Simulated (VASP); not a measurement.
# Si8HC8 (a cell with a defect) in VASP: further runs

The runs below take Si8HC8 (a cell with a defect) through single point, relaxation of the atoms, with PBE.

Program: VASP 6.6.1. These are calculated values, not measurements. Logs are shortened: lines on timing, memory, paths and dates and some standing lists are left out, and cuts for length are marked.

**1. The cell of the first run**

The cell holds a defect, 17 atoms: a = 6.163 Å, b = 6.163 Å, c = 6.163 Å, α = 60.00°, β = 60.00°, γ = 60.00°.

**2. Single point, PBE**

The input, INCAR:

```
SYSTEM = Si8HC8
PREC = Accurate
ENCUT = 520
EDIFF = 1E-6
ISMEAR = -1
SIGMA = 0.02
LREAL = .FALSE.
LASPH = .TRUE.
NELM = 120
ALGO = Normal
ISIF = 2
LWAVE = .FALSE.
LCHARG = .FALSE.
GGA = PE
NBANDS = 46
GGA_COMPAT = .FALSE.
```

The input, KPOINTS:

```
Automatic mesh
0
G
  2 2 2
  0 0 0
```

The input, POSCAR:

```
Si8HC8
1.0
    0.0000000000      4.3580000000      4.3580000000
    4.3580000000      0.0000000000      4.3580000000
    4.3580000000      4.3580000000      0.0000000000
Si C H
8 8 1
Direct
    0.0000000000      0.0000000000      0.0000000000
   -0.0034036506     -0.0034036506      0.5034036506
   -0.0034036506      0.5034036506     -0.0034036506
   -0.0034036506      0.5034036506      0.5034036506
    0.5034036506     -0.0034036506     -0.0034036506
    0.5034036506     -0.0034036506      0.5034036506
    0.5034036506      0.5034036506     -0.0034036506
    0.5000000000      0.5000000000      0.5000000000
    0.1266536958      0.1266536958      0.1266536958
    0.1266536958      0.1266536958      0.6200389126
    0.1266536958      0.6200389126      0.1266536958
    0.1258282634      0.6247239122      0.6247239122
    0.6200389126      0.1266536958      0.1266536958
    0.6247239122      0.1258282634      0.6247239122
    0.6247239122      0.6247239122      0.1258282634
    0.6247239122      0.6247239122      0.6247239122
    0.2500000000      0.2500000000      0.2500000000
```

Potentials or basis: VASP PAW PBE potentials, release 64 (Si, C, H).

The run is started by

```console
> cat potpaw_PBE.64/Si/POTCAR potpaw_PBE.64/C/POTCAR potpaw_PBE.64/H/POTCAR > POTCAR
> mpirun -np 1 vasp_std > vasp.out
```

OUTCAR:

```text
SYSTEM = Si8HC8
   PREC = Accurate
   ENCUT = 520
   EDIFF = 1E-6
   ISMEAR = -1
   LREAL = .FALSE.
   LASPH = .TRUE.
   NELM = 120
   ISIF = 2
   GGA = PE

 ion  position               nearest neighbor table
   1  0.000  0.000  0.000-  10 1.91  11 1.91  13 1.91   9 1.91   4 3.08   7 3.08   2 3.08   4 3.08
                             6 3.08   2 3.08   3 3.08   5 3.08   5 3.08   6 3.08   7 3.08   3 3.08
   2  0.997  0.997  0.503-  12 1.87  14 1.87   9 1.90  10 1.90   3 3.04   4 3.04   5 3.04   6 3.04
                             1 3.08   8 3.08   8 3.08   1 3.08   6 3.12   3 3.12   5 3.12   4 3.12
   3  0.997  0.503  0.997-  12 1.87  15 1.87   9 1.90  11 1.90   2 3.04   4 3.04   5 3.04   7 3.04
                             1 3.08   8 3.08   8 3.08   1 3.08   4 3.12   7 3.12   2 3.12   5 3.12
   4  0.997  0.503  0.503-  12 1.87  16 1.87  10 1.90  11 1.90   2 3.04   3 3.04   6 3.04   7 3.04
                             8 3.08   8 3.08   1 3.08   1 3.08   6 3.12   3 3.12   7 3.12   2 3.12
   5  0.503  0.997  0.997-  14 1.87  15 1.87   9 1.90  13 1.90   2 3.04   3 3.04   6 3.04   7 3.04
                             1 3.08   8 3.08   8 3.08   1 3.08   6 3.12   3 3.12   2 3.12   7 3.12
   6  0.503  0.997  0.503-  14 1.87  16 1.87  10 1.90  13 1.90   2 3.04   4 3.04   5 3.04   7 3.04
                             8 3.08   8 3.08   1 3.08   1 3.08   5 3.12   4 3.12   7 3.12   2 3.12
   7  0.503  0.503  0.997-  15 1.87  16 1.87  11 1.90  13 1.90   3 3.04   4 3.04   5 3.04   6 3.04
                             8 3.08   8 3.08   1 3.08   1 3.08   5 3.12   4 3.12   6 3.12   3 3.12
   8  0.500  0.500  0.500-  16 1.88  14 1.88  15 1.88  12 1.88   6 3.08   7 3.08   4 3.08   3 3.08
                             5 3.08   7 3.08   2 3.08   5 3.08   6 3.08   2 3.08   3 3.08   4 3.08
   9  0.127  0.127  0.127-   2 1.90   3 1.90   5 1.90   1 1.91
  10  0.127  0.127  0.620-   4 1.90   6 1.90   2 1.90   1 1.91
  11  0.127  0.620  0.127-   4 1.90   7 1.90   3 1.90   1 1.91
  12  0.126  0.625  0.625-   4 1.87   3 1.87   2 1.87   8 1.88
  13  0.620  0.127  0.127-   6 1.90   7 1.90   5 1.90   1 1.91
  14  0.625  0.126  0.625-   6 1.87   5 1.87   2 1.87   8 1.88
  15  0.625  0.625  0.126-   7 1.87   5 1.87   3 1.87   8 1.88
  16  0.625  0.625  0.625-   4 1.87   6 1.87   7 1.87   8 1.88
  17  0.250  0.250  0.250-

  LATTYP: Found a face centered cubic cell.
 ALAT       =     8.7160000000

  Lattice vectors:

 A1 = (   0.0000000000,   4.3580000000,   4.3580000000)
 A2 = (   4.3580000000,   0.0000000000,   4.3580000000)
 A3 = (   4.3580000000,   4.3580000000,   0.0000000000)

Analysis of symmetry for initial positions (statically):
=====================================================================
 Subroutine PRICEL returns:
 Original cell was already a primitive cell.

 Routine SETGRP: Setting up the symmetry group for a
 face centered cubic supercell.

 Subroutine GETGRP returns: Found 24 space group operations
 (whereof 24 operations were pure point group operations)
 out of a pool of 48 trial point group operations.

The static configuration has the point symmetry T_d .

Analysis of symmetry for dynamics (positions and initial velocities):
=====================================================================
 Subroutine PRICEL returns:
 Original cell was already a primitive cell.

 Routine SETGRP: Setting up the symmetry group for a
 face centered cubic supercell.

 Subroutine GETGRP returns: Found 24 space group operations
 (whereof 24 operations were pure point group operations)
 out of a pool of 48 trial point group operations.

The dynamic configuration has the point symmetry T_d .

 Subroutine INISYM returns: Found 24 space group operations
 (whereof 24 operations are pure point group operations),
 and found     1 'primitive' translations

----------------------------------------------------------------------------------------

                                     Primitive cell

  volume of cell :     165.5357

  direct lattice vectors                    reciprocal lattice vectors
     0.000000000  4.358000000  4.358000000    -0.114731528  0.114731528  0.114731528
     4.358000000  0.000000000  4.358000000     0.114731528 -0.114731528  0.114731528
     4.358000000  4.358000000  0.000000000     0.114731528  0.114731528 -0.114731528

  length of vectors
     6.163142705  6.163142705  6.163142705     0.198720836  0.198720836  0.198720836

  position of ions in fractional coordinates (direct lattice)
     0.000000000  0.000000000  0.000000000
     0.996596349  0.996596349  0.503403651
     0.996596349  0.503403651  0.996596349
     0.996596349  0.503403651  0.503403651
     0.503403651  0.996596349  0.996596349
     0.503403651  0.996596349  0.503403651
[... 9 lines left out ...]
     0.624723912  0.624723912  0.624723912
     0.250000000  0.250000000  0.250000000

  ion indices of the primitive-cell ions
   primitive index   ion index
                 1           1
                 2           2
                 3           3
                 4           4
                 5           5
                 6           6
[... 9 lines left out ...]
                16          16
                17          17

----------------------------------------------------------------------------------------

 KPOINTS: Automatic mesh

Automatic generation of k-mesh.
 Grid dimensions read from file:
 generate k-points for:    2    2    2

 Generating k-lattice:

  Cartesian coordinates                     Fractional coordinates (reciprocal lattice)
    -0.057365764  0.057365764  0.057365764     0.500000000  0.000000000  0.000000000
     0.057365764 -0.057365764  0.057365764     0.000000000  0.500000000  0.000000000
     0.057365764  0.057365764 -0.057365764     0.000000000  0.000000000  0.500000000

  Length of vectors
     0.099360418  0.099360418  0.099360418

  Shift w.r.t. Gamma in fractional coordinates (k-lattice)
     0.000000000  0.000000000  0.000000000

 Subroutine IBZKPT returns following result:
 ===========================================

 Found      3 irreducible k-points:

 Following reciprocal coordinates:
            Coordinates               Weight
  0.000000  0.000000  0.000000      1.000000
  0.500000  0.000000  0.000000      4.000000
  0.500000  0.500000  0.000000      3.000000
   k-points           NKPTS =      3   k-points in BZ     NKDIM =      3   number of bands    NBANDS=     46
   number of dos      NEDOS =    301   number of ions     NIONS =     17
   total plane-waves  NPLWV = 110592
   dimension x,y,z NGX =    48 NGY =   48 NGZ =   48
   dimension x,y,z NGXF=    96 NGYF=   96 NGZF=   96
   ions per type =               8   8   1
   NGX,Y,Z   is equivalent  to a cutoff of  12.95, 12.95, 12.95 a.u.
   NGXF,Y,Z  is equivalent  to a cutoff of  25.90, 25.90, 25.90 a.u.
 SYSTEM =  Si8HC8
   PREC   = accura    normal or accurate (medium, high low for compatibility)
   ISTART =      0    job   : 0-new  1-cont  2-samecut
   ICHARG =      2    charge: 1-file 2-atom 10-const
   ISPIN  =      1    spin polarized calculation?
   LNONCOLLINEAR =      F non collinear calculations
   LSORBIT =      F    spin-orbit coupling
   LASPH  =      T    aspherical Exc in radial PAW
   ENCUT  =  520.0 eV  38.22 Ry    6.18 a.u.  11.46 11.46 11.46*2*pi/ulx,y,z
   NELM   =    120;   NELMIN=  2; NELMDL= -5     # of ELM steps
   EDIFF  = 0.1E-05   stopping-criterion for ELM
   LREAL  =      F    real-space projection
   EDIFFG = 0.1E-04   stopping-criterion for IOM
   NSW    =      0    number of steps for IOM
   IBRION =     -1    ionic relax: 0-MD 1-quasi-New 2-CG
   NFREE  =      0    steps in history (QN), initial steepest desc. (CG)
   ISIF   =      2    stress and relaxation
   ISYM   =      2    0-nonsym 1-usesym 2-fastsym
   POTIM  = 0.5000    time-step for ionic-motion
   TEBEG  =    0.0;   TEEND  =   0.0 temperature during run
   PSTRESS=    0.0 pullay stress
   NELECT =      65.0000    total number of electrons
   NUPDOWN=      -1.0000    fix difference up-down
   EMIN   =  10.00;   EMAX   =-10.00  energy-range for DOS
   EFERMI =   0.00;   METHOD = LEGACY
   ISMEAR =    -1;   SIGMA  =   0.02  broadening in eV -4-tet -1-fermi 0-gaus
   EFERMI_NEDOS =   21; number of points for ismear=-14 and -15
   IALGO  =     38    algorithm
   IMIX   =      4    mixing-type and parameters
     AMIX     =   0.40;   BMIX     =  1.00
     AMIX_MAG =   1.60;   BMIX_MAG =  1.00
  volume/ion in A,a.u.               =       9.74        65.71
  Fermi-wavevector in a.u.,A,eV,Ry     =   1.198805  2.265414 19.553404  1.437135
  Thomas-Fermi vector in A             =   2.334685
   LORBIT       =      0    0 simple, 1 ext, 2 COOP (PROOUT), +10 PAW based schemes
   GGA     = PE    functional components
   LHFCALC =     F    Hartree Fock is set to
   AEXX    =    0.0000 exact exchange contribution
   IVDW    =     0    specifies the selected vdW correction
   LEPSILON=     F    determine dielectric tensor
   LRPA    =     F    only Hartree local field effects (RPA)
 non-spin polarized calculation
  energy-cutoff  :      520.00
  volume of cell :      165.54
 maximum number of plane-waves:      4477
 NGX is ok and might be reduce to    48
   NGX = 23   NGY = 23   NGZ = 23

 number of electron      65.0000003 magnetization

 Free energy of the ion-electron system (eV)
  ---------------------------------------------------
  ext. energy  EPLUGINS =         0.00000000
  ---------------------------------------------------
  free energy    TOTEN  =      -119.53749289 eV

  energy without entropy =     -119.53662028  energy(sigma->0) =     -119.53705659

 E-fermi :   9.6081     XC(G=0): -11.4557

 val. band max:        9.4998243772   @ k =   0.0000   0.0000   0.0000
 cond. band min:       9.7221633111   @ k =   0.5000   0.0000   0.0000
 fundamental gap:      0.2223389339
 Fermi energy:         9.6081058936

 k-point     1 :       0.0000    0.0000    0.0000
  band No.  band energies     occupation
      1      -7.4066      2.00000
      2      -3.9290      2.00000
      3      -3.6840      2.00000
      4      -3.6840      2.00000
      5      -3.6840      2.00000
      6      -2.2279      2.00000
[... 36 lines left out ...]
     43      14.3778      0.00000
     44      15.1141      0.00000

 k-point     2 :       0.5000    0.0000    0.0000
  band No.  band energies     occupation
      1      -6.3746      2.00000
      2      -6.0266      2.00000
      3      -3.6465      2.00000
      4      -3.3330      2.00000
      5      -3.3330      2.00000
      6      -3.2605      2.00000
[... 36 lines left out ...]
     43      15.9782      0.00000
     44      16.0012      0.00000

 k-point     3 :       0.5000    0.5000    0.0000
  band No.  band energies     occupation
      1      -6.0272      2.00000
      2      -5.5923      2.00000
      3      -4.5829      2.00000
      4      -4.2189      2.00000
      5      -4.2189      2.00000
      6      -4.1241      2.00000
[... 36 lines left out ...]
     43      15.3451      0.00000
     44      16.8674      0.00000
 [bands above 44 left out]

------------------------ aborting loop because EDIFF is reached ----------------------------------------

  FORCE on cell =-STRESS in cart. coord.  units (eV):
  Direction    XX          YY          ZZ          XY          YZ          ZX
  --------------------------------------------------------------------------------------
  -------------------------------------------------------------------------------------
  Total        4.5784957      4.5784957      4.5784957      0.0000000      0.0000000      0.0000000
  in kB       44.3140783     44.3140783     44.3140783      0.0000000      0.0000000      0.0000000
  external PRESSURE =      44.3140783 kB  Pullay stress =       0.0000000 kB

 VOLUME and BASIS-vectors are now :
 -----------------------------------------------------------------------------
  energy-cutoff  :      520.00
  volume of cell :      165.54
      direct lattice vectors                 reciprocal lattice vectors
     0.000000000  4.358000000  4.358000000    -0.114731528  0.114731528  0.114731528
     4.358000000  0.000000000  4.358000000     0.114731528 -0.114731528  0.114731528
     4.358000000  4.358000000  0.000000000     0.114731528  0.114731528 -0.114731528

 POSITION                                       TOTAL-FORCE (eV/Angst)
 -----------------------------------------------------------------------------------
      0.00000      0.00000      0.00000         0.000000     -0.000000     -0.000000
      6.53700      6.53700      8.68633         0.000000     -0.000000      0.001478
      6.53700      8.68633      6.53700         0.000000      0.001478     -0.000000
      4.38767      6.53700      6.53700        -0.001478     -0.000000     -0.000000
      8.68633      6.53700      6.53700         0.001478     -0.000000     -0.000000
      6.53700      4.38767      6.53700         0.000000     -0.001478     -0.000000
[... 9 lines left out ...]
      5.44509      5.44509      5.44509        -0.000167     -0.000167     -0.000167
      2.17900      2.17900      2.17900        -0.000000     -0.000000     -0.000000
 -----------------------------------------------------------------------------------
    total drift:                                0.000000      0.000000      0.000000

  FREE ENERGIE OF THE ION-ELECTRON SYSTEM (eV)
  ---------------------------------------------------
  free  energy   TOTEN  =      -119.5374928938 eV

  energy  without entropy=     -119.5366202849  energy(sigma->0) =     -119.53705659
```

It took 32 s on 1 thread of AMD EPYC 7R13 (Zen 3), shared host; peak memory 0.28 GiB.

What came out:

```yaml
Free_energy: -119.5375 eV
Pressure: 4.4 GPa
Band_gap_on_the_k_mesh: zero (an odd number of electrons rules out a gap without spin polarisation)
```

Caveat: the k points lie up to 0.62 Å⁻¹ apart, too coarse for converged energies and pressures of a metal.

**3. Relaxation of the atoms, PBE**

The input, INCAR:

```
PREC = Accurate ; ENCUT = 520
EDIFF = 1E-7 ; ISMEAR = -1
SIGMA = 0.02 ; LREAL = F
LASPH = T ; NELM = 120
ALGO = Normal ; ISIF = 2
LWAVE = F ; LCHARG = F
GGA = PE ; IBRION = 2
NSW = 45 ; EDIFFG = -0.05
GGA_COMPAT = F ; NELMIN = 4
```

The input, KPOINTS:

```
Automatic mesh
0
Gamma
  2 2 2
```

The input, POSCAR:

```
Si8HC8
1.0
    0.0000000000      4.3580000000      4.3580000000
    4.3580000000      0.0000000000      4.3580000000
    4.3580000000      4.3580000000      0.0000000000
Si C H
8 8 1
Direct
    0.0000000000      0.0000000000      0.0000000000
    0.0000000000      0.0000000000      0.5000000000
    0.0000000000      0.5000000000      0.0000000000
    0.0000000000      0.5000000000      0.5000000000
    0.5000000000      0.0000000000      0.0000000000
    0.5000000000      0.0000000000      0.5000000000
    0.5000000000      0.5000000000      0.0000000000
    0.5000000000      0.5000000000      0.5000000000
    0.1250000000      0.1250000000      0.1250000000
    0.1250000000      0.1250000000      0.6250000000
    0.1250000000      0.6250000000      0.1250000000
    0.1250000000      0.6250000000      0.6250000000
    0.6250000000      0.1250000000      0.1250000000
    0.6250000000      0.1250000000      0.6250000000
    0.6250000000      0.6250000000      0.1250000000
    0.6250000000      0.6250000000      0.6250000000
    0.2500000000      0.2500000000      0.2500000000
```

Potentials or basis: VASP PAW PBE potentials, release 64 (Si, C, H).

The run is started by

```console
> cat potpaw_PBE.64/Si/POTCAR potpaw_PBE.64/C/POTCAR potpaw_PBE.64/H/POTCAR > POTCAR
> mpirun -np 1 vasp_std > vasp.out
```

Wall time 1.8 min (1 thread of AMD EPYC 7R13 (Zen 3), shared host); peak memory 0.29 GiB.

Results (log left out):

- Free energy: -119.5373 eV
- Energy gained by relaxing: 7.1 meV/atom
- Ionic steps: 5
- Pressure after relaxing: 4.4 GPa
- Largest force after relaxing: 0.034 eV/Å
- Band gap on the k mesh: zero (an odd number of electrons rules out a gap without spin polarisation)

Forces in eV/Å, atoms in the order of the input:
```
Si   0.000  0.000  0.000
Si   0.000  0.000 -0.034
Si   0.000 -0.034  0.000
Si   0.034  0.000  0.000
Si  -0.034  0.000  0.000
Si   0.000  0.034  0.000
Si   0.000  0.000  0.034
Si   0.000  0.000  0.000
C   -0.019 -0.019 -0.019
C    0.019  0.019 -0.019
C    0.019 -0.019  0.019
C    0.009 -0.009 -0.009
C   -0.019  0.019  0.019
C   -0.009  0.009 -0.009
C   -0.009 -0.009  0.009
C    0.009  0.009  0.009
H    0.000  0.000  0.000
```

Step by step:
```tsv
step	energy change (eV)	largest force (eV/Å)	pressure (GPa)
1	0.0000	0.9765	4.89
2	-0.0863	0.6519	4.42
3	-0.1180	0.1697	4.40
4	-0.1179	0.1788	4.41
5	-0.1205	0.0336	4.43
```

Final structure:
```
Si C H
1.0
     0.00000    4.35800    4.35800
     4.35800    0.00000    4.35800
     4.35800    4.35800    0.00000
Si C H
8 8 1
Direct
  0.00000 0.00000 0.00000
  0.99670 0.99670 0.50330
  0.99670 0.50330 0.99670
  0.99670 0.50330 0.50330
  0.50330 0.99670 0.99670
  0.50330 0.99670 0.50330
  0.50330 0.50330 0.99670
  0.50000 0.50000 0.50000
  0.12674 0.12674 0.12674
  0.12674 0.12674 0.61977
  0.12674 0.61977 0.12674
  0.12593 0.62469 0.62469
  0.61977 0.12674 0.12674
  0.62469 0.12593 0.62469
  0.62469 0.62469 0.12593
  0.62469 0.62469 0.62469
  0.25000 0.25000 0.25000
```

Levels at points of the mesh, in eV from the Fermi level:
```tsv
k point	band 29	band 30	band 31	band 32	band 33	band 34	band 35	band 36
(0.00, 0.00, 0.00)	-2.45	-1.43	-1.43	-1.43	-1.11	-0.11	-0.11	-0.11
(0.50, 0.00, 0.00)	-2.06	-2.06	-2.02	-2.02	0.11	2.19	2.19	2.26
(0.50, 0.50, 0.00)	-2.66	-2.63	-2.63	-2.55	0.93	2.61	2.93	3.73
```

Caveat: the k points lie up to 0.62 Å⁻¹ apart, too coarse for converged energies and pressures of a metal; the relaxation stopped at a loose force limit of 0.05 eV/Å, so its end isn't a converged minimum.
